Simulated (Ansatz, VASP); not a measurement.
## Two plane-wave programs on Ca3H

```
Ca H
1.0
     5.11789    0.00000    0.00000
     0.00000    5.11789    0.00000
     0.00000    0.00000    5.11789
Ca H
3 1
Cartesian
  2.5589 2.5589 0.0000
  2.5589 0.0000 2.5589
  0.0000 2.5589 2.5589
  0.0000 0.0000 0.0000
```

Change from the starting cell: species swapped into the TmPt3 type (Pm-3m, No. 221).

Alike in both runs: task relaxation of cell and atoms; functional PBE; k mesh 10 × 10 × 10; occupations gaussian, width 0.1 eV; no spin polarisation.

|  | VASP | Ansatz |
| --- | --- | --- |
| version | VASP 6.6.1 | Ansatz 0.2.0 |
| potentials or method | VASP PAW PBE potentials, release 64 (Ca_sv, H), cutoff 600 eV | scalar-relativistic, plane waves, PAW |
| valence electrons in the cell | 31 | 31 |

Ansatz gave:

```
gap on the k mesh at the Fermi level, each at its own relaxed structure (eV) : none
relaxed volume (Å³/atom)                                                     : 34.28
relaxed cell length with the largest relative difference (Å)                 : 5.157
```

Question: What did VASP give for the same quantities?

Answer: gap on the k mesh at the Fermi level, each at its own relaxed structure (eV): none; relaxed volume (Å³/atom): 34.32; relaxed cell length with the largest relative difference (Å): 5.159.

A gap of «none» marks a metal or a gap that the smearing closes.
